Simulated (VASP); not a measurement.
# Hg (Pm-3n) in VASP: relaxation of cell and atoms with revPBE

Aim: the relaxation of cell and atoms of Hg with revPBE.

Everything below comes from runs of VASP 6.6.1. Logs are shortened: lines on timing, memory, paths and dates and some standing lists are left out, and cuts for length are marked.

## Step 1: The cell of the first run

It takes space group Pm-3n (No. 223, cubic). Conventional cell: a = 5.694 Å, b = 5.694 Å, c = 5.694 Å, α = 90.00°, β = 90.00°, γ = 90.00°. Hg (site symmetry m-3) has 12 Hg at 3.18 Å within 4.2 Å. Within 3.8 Å of Hg (site symmetry -4m2) lie 14 Hg at 2.85 to 3.49 Å.

## Step 2: Relaxation of cell and atoms, revPBE

INCAR reads:

```
ALGO = Normal ; EDIFF = 1E-7
EDIFFG = -0.01 ; ENCUT = 600
GGA = RE ; IBRION = 2
ISIF = 3 ; ISMEAR = -1
LASPH = T ; LCHARG = F
LREAL = F ; LWAVE = F
NELM = 60 ; NSW = 80
PREC = Accurate ; SIGMA = 0.1
```

KPOINTS reads:

```
k-points
0
Gamma
  5 5 5
```

POSCAR reads:

```
Hg
1.0
    5.6937108959      0.0000000000      0.0000000000
    0.0000000000      5.6937108959      0.0000000000
    0.0000000000      0.0000000000      5.6937108959
Hg
8
Direct
    0.0000000000      0.0000000000      0.0000000000
    0.5000000000      0.5000000000      0.5000000000
    0.2500000000      0.0000000000      0.5000000000
    0.7500000000      0.0000000000      0.5000000000
    0.5000000000      0.2500000000      0.0000000000
    0.5000000000      0.7500000000      0.0000000000
    0.0000000000      0.5000000000      0.2500000000
    0.0000000000      0.5000000000      0.7500000000
```

Potentials or basis: VASP PAW PBE potentials, release 64 (Hg).

On the command line:

```
cat potpaw_PBE.64/Hg/POTCAR > POTCAR
mpirun -np 1 vasp_std > vasp.out
```

OUTCAR:

```text
EDIFF = 1E-7
   EDIFFG = -0.01
   ENCUT = 600
   GGA = RE
   IBRION = 2
   ISIF = 3
   ISMEAR = -1
   LASPH = T
   LREAL = F
   NELM = 60
   NSW = 80
   PREC = Accurate

 ion  position               nearest neighbor table
   1  0.000  0.000  0.000-   3 3.18   4 3.18   5 3.18   6 3.18   7 3.18   8 3.18   3 3.18   4 3.18
                             7 3.18   8 3.18   5 3.18   6 3.18
   2  0.500  0.500  0.500-   3 3.18   4 3.18   5 3.18   6 3.18   7 3.18   8 3.18   5 3.18   6 3.18
                             3 3.18   4 3.18   7 3.18   8 3.18
   3  0.250  0.000  0.500-   4 2.85   4 2.85   1 3.18   1 3.18   2 3.18   2 3.18   8 3.49   7 3.49
                             8 3.49   7 3.49   6 3.49   5 3.49   5 3.49   6 3.49
   4  0.750  0.000  0.500-   3 2.85   3 2.85   1 3.18   1 3.18   2 3.18   2 3.18   8 3.49   7 3.49
                             8 3.49   7 3.49   6 3.49   5 3.49   5 3.49   6 3.49
   5  0.500  0.250  0.000-   6 2.85   6 2.85   1 3.18   2 3.18   2 3.18   1 3.18   8 3.49   7 3.49
                             7 3.49   8 3.49   3 3.49   4 3.49   3 3.49   4 3.49
   6  0.500  0.750  0.000-   5 2.85   5 2.85   1 3.18   2 3.18   2 3.18   1 3.18   8 3.49   7 3.49
                             7 3.49   8 3.49   3 3.49   4 3.49   3 3.49   4 3.49
   7  0.000  0.500  0.250-   8 2.85   8 2.85   1 3.18   2 3.18   1 3.18   2 3.18   3 3.49   4 3.49
                             5 3.49   3 3.49   4 3.49   6 3.49   5 3.49   6 3.49
   8  0.000  0.500  0.750-   7 2.85   7 2.85   1 3.18   2 3.18   1 3.18   2 3.18   3 3.49   4 3.49
                             5 3.49   3 3.49   4 3.49   6 3.49   5 3.49   6 3.49

  LATTYP: Found a simple cubic cell.
 ALAT       =     5.6937108959

  Lattice vectors:

 A1 = (   5.6937108959,   0.0000000000,   0.0000000000)
 A2 = (   0.0000000000,   5.6937108959,   0.0000000000)
 A3 = (   0.0000000000,   0.0000000000,   5.6937108959)

Analysis of symmetry for initial positions (statically):
=====================================================================
 Subroutine PRICEL returns:
 Original cell was already a primitive cell.

 Routine SETGRP: Setting up the symmetry group for a
 simple cubic supercell.

 Subroutine GETGRP returns: Found 48 space group operations
 (whereof 24 operations were pure point group operations)
 out of a pool of 48 trial point group operations.

The static configuration has the point symmetry T_h .
 The point group associated with its full space group is O_h .

Analysis of symmetry for dynamics (positions and initial velocities):
=====================================================================
 Subroutine PRICEL returns:
 Original cell was already a primitive cell.

 Routine SETGRP: Setting up the symmetry group for a
 simple cubic supercell.

 Subroutine GETGRP returns: Found 48 space group operations
 (whereof 24 operations were pure point group operations)
 out of a pool of 48 trial point group operations.

The dynamic configuration has the point symmetry T_h .
 The point group associated with its full space group is O_h .

 Subroutine INISYM returns: Found 48 space group operations
 (whereof 24 operations are pure point group operations),
 and found     1 'primitive' translations

----------------------------------------------------------------------------------------

                                     Primitive cell

  volume of cell :     184.5807

  direct lattice vectors                    reciprocal lattice vectors
     5.693710896  0.000000000  0.000000000     0.175632381  0.000000000  0.000000000
     0.000000000  5.693710896  0.000000000     0.000000000  0.175632381  0.000000000
     0.000000000  0.000000000  5.693710896     0.000000000  0.000000000  0.175632381

  length of vectors
     5.693710896  5.693710896  5.693710896     0.175632381  0.175632381  0.175632381

  position of ions in fractional coordinates (direct lattice)
     0.000000000  0.000000000  0.000000000
     0.500000000  0.500000000  0.500000000
     0.250000000  0.000000000  0.500000000
     0.750000000  0.000000000  0.500000000
     0.500000000  0.250000000  0.000000000
     0.500000000  0.750000000  0.000000000
     0.000000000  0.500000000  0.250000000
     0.000000000  0.500000000  0.750000000

  ion indices of the primitive-cell ions
   primitive index   ion index
                 1           1
                 2           2
                 3           3
                 4           4
                 5           5
                 6           6
                 7           7
                 8           8

----------------------------------------------------------------------------------------

 KPOINTS: k-points

Automatic generation of k-mesh.
 Grid dimensions read from file:
 generate k-points for:    5    5    5

 Generating k-lattice:

  Cartesian coordinates                     Fractional coordinates (reciprocal lattice)
     0.035126476  0.000000000  0.000000000     0.200000000  0.000000000  0.000000000
     0.000000000  0.035126476  0.000000000     0.000000000  0.200000000  0.000000000
     0.000000000  0.000000000  0.035126476     0.000000000  0.000000000  0.200000000

  Length of vectors
     0.035126476  0.035126476  0.035126476

  Shift w.r.t. Gamma in fractional coordinates (k-lattice)
     0.000000000  0.000000000  0.000000000

 Subroutine IBZKPT returns following result:
 ===========================================

 Found     10 irreducible k-points:

 Following reciprocal coordinates:
            Coordinates               Weight
  0.000000  0.000000  0.000000      1.000000
  0.200000  0.000000  0.000000      6.000000
  0.400000  0.000000  0.000000      6.000000
  0.200000  0.200000  0.000000     12.000000
  0.400000  0.200000  0.000000     24.000000
  0.400000  0.400000  0.000000     12.000000
  0.200000  0.200000  0.200000      8.000000
  0.400000  0.200000  0.200000     24.000000
  0.400000  0.400000  0.200000     24.000000
  0.400000  0.400000  0.400000      8.000000
   k-points           NKPTS =     10   k-points in BZ     NKDIM =     10   number of bands    NBANDS=     57
   number of dos      NEDOS =    301   number of ions     NIONS =      8
   total plane-waves  NPLWV = 110592
   dimension x,y,z NGX =    48 NGY =   48 NGZ =   48
   dimension x,y,z NGXF=    96 NGYF=   96 NGZF=   96
   ions per type =               8
   NGX,Y,Z   is equivalent  to a cutoff of  14.02, 14.02, 14.02 a.u.
   NGXF,Y,Z  is equivalent  to a cutoff of  28.03, 28.03, 28.03 a.u.
 SYSTEM =  unknown system
   PREC   = accura    normal or accurate (medium, high low for compatibility)
   ISTART =      0    job   : 0-new  1-cont  2-samecut
   ICHARG =      2    charge: 1-file 2-atom 10-const
   ISPIN  =      1    spin polarized calculation?
   LNONCOLLINEAR =      F non collinear calculations
   LSORBIT =      F    spin-orbit coupling
   LASPH  =      T    aspherical Exc in radial PAW
   ENCUT  =  600.0 eV  44.10 Ry    6.64 a.u.  11.37 11.37 11.37*2*pi/ulx,y,z
   NELM   =     60;   NELMIN=  2; NELMDL= -5     # of ELM steps
   EDIFF  = 0.1E-06   stopping-criterion for ELM
   LREAL  =      F    real-space projection
   EDIFFG = -.1E-01   stopping-criterion for IOM
   NSW    =     80    number of steps for IOM
   IBRION =      2    ionic relax: 0-MD 1-quasi-New 2-CG
   NFREE  =      1    steps in history (QN), initial steepest desc. (CG)
   ISIF   =      3    stress and relaxation
   ISYM   =      2    0-nonsym 1-usesym 2-fastsym
   POTIM  = 0.5000    time-step for ionic-motion
   TEBEG  =    0.0;   TEEND  =   0.0 temperature during run
   PSTRESS=    0.0 pullay stress
   NELECT =      96.0000    total number of electrons
   NUPDOWN=      -1.0000    fix difference up-down
   EMIN   =  10.00;   EMAX   =-10.00  energy-range for DOS
   EFERMI =   0.00;   METHOD = LEGACY
   ISMEAR =    -1;   SIGMA  =   0.10  broadening in eV -4-tet -1-fermi 0-gaus
   EFERMI_NEDOS =   21; number of points for ismear=-14 and -15
   IALGO  =     38    algorithm
   IMIX   =      4    mixing-type and parameters
     AMIX     =   0.40;   BMIX     =  1.00
     AMIX_MAG =   1.60;   BMIX_MAG =  1.00
  volume/ion in A,a.u.               =      23.07       155.70
  Fermi-wavevector in a.u.,A,eV,Ry     =   1.316547  2.487914 23.582938  1.733297
  Thomas-Fermi vector in A             =   2.446652
   LORBIT       =      0    0 simple, 1 ext, 2 COOP (PROOUT), +10 PAW based schemes
   GGA     = RE    functional components
   LHFCALC =     F    Hartree Fock is set to
   AEXX    =    0.0000 exact exchange contribution
   IVDW    =     0    specifies the selected vdW correction
   LEPSILON=     F    determine dielectric tensor
   LRPA    =     F    only Hartree local field effects (RPA)
 conjugate gradient relaxation of ions
 non-spin polarized calculation
  energy-cutoff  :      600.00
  volume of cell :      184.58
 maximum number of plane-waves:      6187
 NGX is ok and might be reduce to    48
   NGX = 23   NGY = 23   NGZ = 23

--------------------------------------- Ionic step        1  -------------------------------------------

 number of electron      95.9999999 magnetization

 Free energy of the ion-electron system (eV)
  ---------------------------------------------------
  ext. energy  EPLUGINS =         0.00000000
  ---------------------------------------------------
  free energy    TOTEN  =         2.80691591 eV

  energy without entropy =        2.90952869  energy(sigma->0) =        2.85822230

 E-fermi :   3.1659     XC(G=0): -10.8901

 val. band max:        3.0767626891   @ k =   0.4000   0.2000   0.0000
 cond. band min:       3.2189736956   @ k =   0.2000   0.2000   0.2000
 fundamental gap:      0.1422110065
 Fermi energy:         3.1658827625

 k-point     1 :       0.0000    0.0000    0.0000
  band No.  band energies     occupation
      1      -6.2903      2.00000
      2      -5.4903      2.00000
      3      -5.4903      2.00000
      4      -4.9858      2.00000
      5      -4.7395      2.00000
      6      -4.7395      2.00000
[... 670 lines left out ...]
  energy  without entropy=        1.5001389970  energy(sigma->0) =        1.48545649

--------------------------------------- Ionic step        3  -------------------------------------------

 number of electron      96.0000024 magnetization

 E-fermi :   0.8220     XC(G=0):  -9.1455

 val. band max:        0.4622509216   @ k =   0.0000   0.0000   0.0000
 cond. band min:       1.2528471807   @ k =   0.4000   0.0000   0.0000
 fundamental gap:      0.7905962591
 Fermi energy:         0.8219753562

 k-point     1 :       0.0000    0.0000    0.0000
  band No.  band energies     occupation
      1      -6.2326      2.00000
      2      -6.0885      2.00000
      3      -6.0885      2.00000
      4      -5.7309      2.00000
      5      -5.6815      2.00000
      6      -5.6815      2.00000
[... 796 lines left out ...]
  energy  without entropy=        0.5555634668  energy(sigma->0) =        0.55556067

--------------------------------------- Ionic step        8  -------------------------------------------

 number of electron      95.9999963 magnetization

 Free energy of the ion-electron system (eV)
  ---------------------------------------------------
  ext. energy  EPLUGINS =         0.00000000
  ---------------------------------------------------
  free energy    TOTEN  =         0.53502067 eV

  energy without entropy =        0.53502179  energy(sigma->0) =        0.53502123

 E-fermi :  -1.2474     XC(G=0):  -6.6797

 val. band max:       -2.7539834302   @ k =   0.2000   0.2000   0.2000
 cond. band min:       0.1914404741   @ k =   0.4000   0.0000   0.0000
 fundamental gap:      2.9454239043
 Fermi energy:        -1.2474403591

 k-point     1 :       0.0000    0.0000    0.0000
  band No.  band energies     occupation
      1      -7.1071      2.00000
      2      -7.1071      2.00000
      3      -7.0999      2.00000
      4      -6.9836      2.00000
      5      -6.9836      2.00000
      6      -6.9836      2.00000
[... 624 lines left out ...]
  FREE ENERGIE OF THE ION-ELECTRON SYSTEM (eV)
  ---------------------------------------------------
  free  energy   TOTEN  =         0.5350206665 eV

  energy  without entropy=        0.5350217913  energy(sigma->0) =        0.53502123

 reached required accuracy - stopping structural energy minimisation
```

It took 19 min on 1 thread of Intel Xeon Platinum 8259CL at 2.50GHz (Skylake/Cascade Lake), shared host; peak memory 0.37 GiB.

Results:

```yaml
Free_energy: 0.5350 eV
Relaxed_volume: 52.30 Å³/atom
Relaxed_cell: a = 7.479 Å, b = 7.479 Å, c = 7.479 Å, α = 90.00°, β = 90.00°, γ = 90.00°
Space_group_after_relaxing_to_0.1_Å: Pm-3n (No. 223)
Energy_gained_by_relaxing: 284.0 meV/atom
Ionic_steps: 8
Pressure_after_relaxing: 0.0 GPa
Band_gap_on_the_k_mesh: 2.95 eV (least direct gap 3.07 eV)
```

Step by step:
```
step  energy change (eV)  largest force (eV/Å)  pressure (GPa)  volume (Å³)
   1              0.0000                0.0000            9.37       184.58
   2             -1.3361                0.0000            3.18       223.01
   3             -1.7576                0.0000            1.59       252.67
   4             -2.1372                0.0000            0.51       319.66
   5             -2.2361                0.0000           -0.11       487.19
   6             -2.2642                0.0000           -0.08       442.90
   7             -2.2514                0.0000            0.18       373.72
   8             -2.2719                0.0000           -0.02       418.40
```

Final structure:
```yaml
crystal:
  lattice:
    - [7.47937, 0.00000, 0.00000]
    - [0.00000, 7.47937, 0.00000]
    - [0.00000, 0.00000, 7.47937]
  atoms:
    - { symbol: Hg, position: [0.00000, 0.00000, 0.00000] }
    - { symbol: Hg, position: [0.50000, 0.50000, 0.50000] }
    - { symbol: Hg, position: [0.25000, 0.00000, 0.50000] }
    - { symbol: Hg, position: [0.75000, 0.00000, 0.50000] }
    - { symbol: Hg, position: [0.50000, 0.25000, 0.00000] }
    - { symbol: Hg, position: [0.50000, 0.75000, 0.00000] }
    - { symbol: Hg, position: [0.00000, 0.50000, 0.25000] }
    - { symbol: Hg, position: [0.00000, 0.50000, 0.75000] }
```

Levels at points of the mesh, in eV from the valence-band top:
```tsv
k point	band 44	band 45	band 46	band 47	band 48	band 49	band 50	band 51	band 52	band 53
(0.00, 0.00, 0.00)	-1.01	-0.20	-0.20	-0.20	-0.02	3.12	3.12	3.12	3.56	3.56
```

Caveat: the volume moved by over 15 % at a fixed basis, so the end points are rough; the PAW data sets were made with another functional, which shifts forces and pressure a little; spin-orbit coupling is left out, which moves the levels of the heavy elements; an odd mesh through Γ misses points on the zone boundary, where band edges can lie.
